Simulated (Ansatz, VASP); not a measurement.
# SnBr4Cl in VASP and in Ansatz

```
Sn Br Cl
1.0
     0.00000    4.36141    4.36141
     4.36141    0.00000    4.36141
     4.36141    4.36141    0.00000
Sn Br Cl
1 4 1
Cartesian
  2.1807 2.1807 2.1807
  5.4528 3.2700 3.2700
  3.2700 5.4528 3.2700
  3.2700 3.2700 5.4528
  5.4528 5.4528 5.4528
  0.0000 0.0000 0.0000
```

Change from the starting cell: species swapped into the ErInCo4 type (F-43m, No. 216).

Alike in both runs: functional PBE; k mesh 8 × 8 × 8; occupations gaussian, width 0.1 eV; no spin polarisation.

Ansatz relaxed the structure, and its values are those at the end. VASP's run is a single point on that final structure, the one shown.

|  | VASP | Ansatz |
| --- | --- | --- |
| version | VASP 6.6.1 | Ansatz 0.2.0 |
| potentials or method | VASP PAW PBE potentials, release 64 (Sn_d, Br, Cl), cutoff 520 eV | scalar-relativistic, plane waves, PAW |
| valence electrons in the cell | 49 | 49 |

```csv
,VASP,Ansatz,Ansatz less VASP
gap on the k mesh at the Fermi level (eV),none,none,-
pressure (GPa),0.0,0.0,+0.02
```

A gap of «none» marks a metal or a gap that the smearing closes.
